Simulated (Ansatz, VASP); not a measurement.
**InP in VASP and in Ansatz**

Contents of INCAR:

```
ALGO     = Normal         # electronic algorithm
EDIFF    = 1E-6           # SCF threshold, eV
ENCUT    = 520            # plane-wave cutoff, eV
GGA      = PE             # functional
ISIF     = 2              # what is computed and relaxed
ISMEAR   = -1             # smearing method
LASPH    = T              # aspherical terms in the spheres
LCHARG   = F              # write CHGCAR
LREAL    = F              # projectors in reciprocal space
LWAVE    = F              # write WAVECAR
NBANDS   = 16             # bands
NELM     = 80             # most SCF steps
PREC     = Accurate       # precision mode
SIGMA    = 0.15           # smearing width, eV
```

Contents of KPOINTS:

```
k-points
0
Gamma
  12 12 12
```

File POSCAR:

```
InP
1.0
    3.3776000000      0.0000000000      0.0000000000
    0.0000000000      3.3776000000      0.0000000000
    0.0000000000      0.0000000000      3.3776000000
In P
1 1
Direct
    0.0000000000      0.0000000000      0.0000000000
    0.5000000000      0.5000000000      0.5000000000
```

Input for Ansatz:

```yaml
crystal:
  lattice:
    - [3.3776, 0.0, 0.0]
    - [0.0, 3.3776, 0.0]
    - [0.0, 0.0, 3.3776]
  atoms:
    - { symbol: In, position: [0.0, 0.0, 0.0] }
    - { symbol: P, position: [0.5, 0.5, 0.5] }
basis:
  ecutwfc: 420
kpoints:
  mp_grid: { grid: [12, 12, 12] }
hamiltonian:
  xc: pbe
scf:
  occupations: { method: fermi_dirac, width: 0.15 }
output:
  forces: true
  stress: true
  eigenvalues: true
```

Alike in both runs: task single point; functional PBE; k mesh 12 × 12 × 12; occupations fermi-dirac, width 0.15 eV; no spin polarisation.

```csv
,VASP,Ansatz
version,VASP 6.6.1,Ansatz 0.2.0
potentials or method,"VASP PAW PBE potentials, release 64 (In_d, P), cutoff 520 eV","scalar-relativistic, plane waves, PAW"
valence electrons in the cell,18,18
```

```csv
,VASP,Ansatz,Ansatz less VASP
gap on the k mesh at the Fermi level (eV),none,none,-
pressure (GPa),4.7,4.7,+0.05
```

A gap of «none» marks a metal or a gap that the smearing closes.
